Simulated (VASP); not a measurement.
Set up this calculation in VASP 6.6.1, as the native input.

| Item | Value |
| --- | --- |
| Task | single point |
| Functional | PBE |
| Potentials or basis | VASP PAW PBE potentials, release 64 (Ti_sv, O) |
| Cutoff | 520 eV |
| k mesh | 4 × 4 × 6 |
| Occupations | gaussian, width 0.01 eV |
| Spin | no spin polarisation |
| Dipole correction | no |
| Further INCAR settings | ALGO = Normal; EDIFF = 1e-06; NBANDS = 33 |

The structure of TiO2 (Rutile) lies in POSCAR:

```
TiO2
1.0
    4.5609603612      0.0000000000      0.0000000000
    0.0000000000      4.5609603612      0.0000000000
    0.0000000000      0.0000000000      2.9401395760
Ti O
2 4
Direct
    0.0000000000      0.0000000000      0.0000000000
    0.5000000000      0.5000000000      0.5000000000
    0.3035785671      0.3035785671      0.0000000000
    0.1964214329      0.8035785671      0.5000000000
    0.6964214329      0.6964214329      0.0000000000
    0.8035785671      0.1964214329      0.5000000000
```

One way to write it, as run:

INCAR

```
PREC     = Accurate       # precision mode
ENCUT    = 520            # plane-wave cutoff, eV
EDIFF    = 1E-6           # SCF threshold, eV
ISMEAR   = 0              # smearing method
SIGMA    = 0.01           # smearing width, eV
LREAL    = F              # projectors in reciprocal space
LASPH    = T              # aspherical terms in the spheres
NELM     = 100            # most SCF steps
ALGO     = Normal         # electronic algorithm
ISIF     = 2              # what is computed and relaxed
LWAVE    = F              # write WAVECAR
LCHARG   = F              # write CHGCAR
GGA      = PE             # functional
NBANDS   = 33             # bands
```

KPOINTS

```
regular mesh
0
Gamma
  4 4 6
```

Potentials or basis: VASP PAW PBE potentials, release 64 (Ti_sv, O).

Launch:

```bash
$ cat potpaw_PBE.64/Ti_sv/POTCAR potpaw_PBE.64/O/POTCAR > POTCAR
$ mpirun -np 1 vasp_std > vasp.out
```

It gave:

- Pressure: 10.7 GPa
- Largest force: 0.023 eV/Å
- Band gap on the k mesh: 1.86 eV, direct

Run time: 48 s on 1 thread of AMD EPYC 7R43 64-Core Processor (Zen 3), on a shared host, peak memory 0.16 GiB.
